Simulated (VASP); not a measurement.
A run of VASP 6.6.1:

File INCAR:

```
SYSTEM = Ag
ALGO = Normal
DIPOL = 0.5 0.5 0.670
EDIFF = 1E-6
ENCUT = 400
GGA = PE
GGA_COMPAT = .False.
IDIPOL = 3
ISIF = 2
ISMEAR = 1
LASPH = .True.
LCHARG = .False.
LDIPOL = .True.
LREAL = .False.
LWAVE = .False.
NBANDS = 24
NELM = 120
NELMDL = -8
PREC = Accurate
SIGMA = 0.1
```

KPOINTS

```
k-points
0
Gamma
  15 15 1
  0 0 0
```

File POSCAR:

```
Ag
1.0
    2.9361876910      0.0000000000      0.0000000000
   -1.4680938455      2.5428131307      0.0000000000
    0.0000000000      0.0000000000     26.7179845329
Ag
3
Direct
    0.6666666667      0.3333333333      0.5804330363
    0.3333333333      0.6666666667      0.6709289001
    0.0000000000      1.0000000000      0.7598033787
```

Potentials or basis: VASP PAW PBE potentials, release 64 (Ag).

Launch:

```sh
$ cat potpaw_PBE.64/Ag/POTCAR > POTCAR
$ mpirun -np 1 vasp_std > vasp.out
```

Hardware: 1 thread of AMD EPYC 7R43 64-Core Processor (Zen 3) (shared host).

Q: Estimate the wall time of this run.

A: Wall time 2.3 min on 1 thread of AMD EPYC 7R43 64-Core Processor (Zen 3), on a shared host, peak memory 0.23 GiB. Counts: scf iterations 25, k points 27.
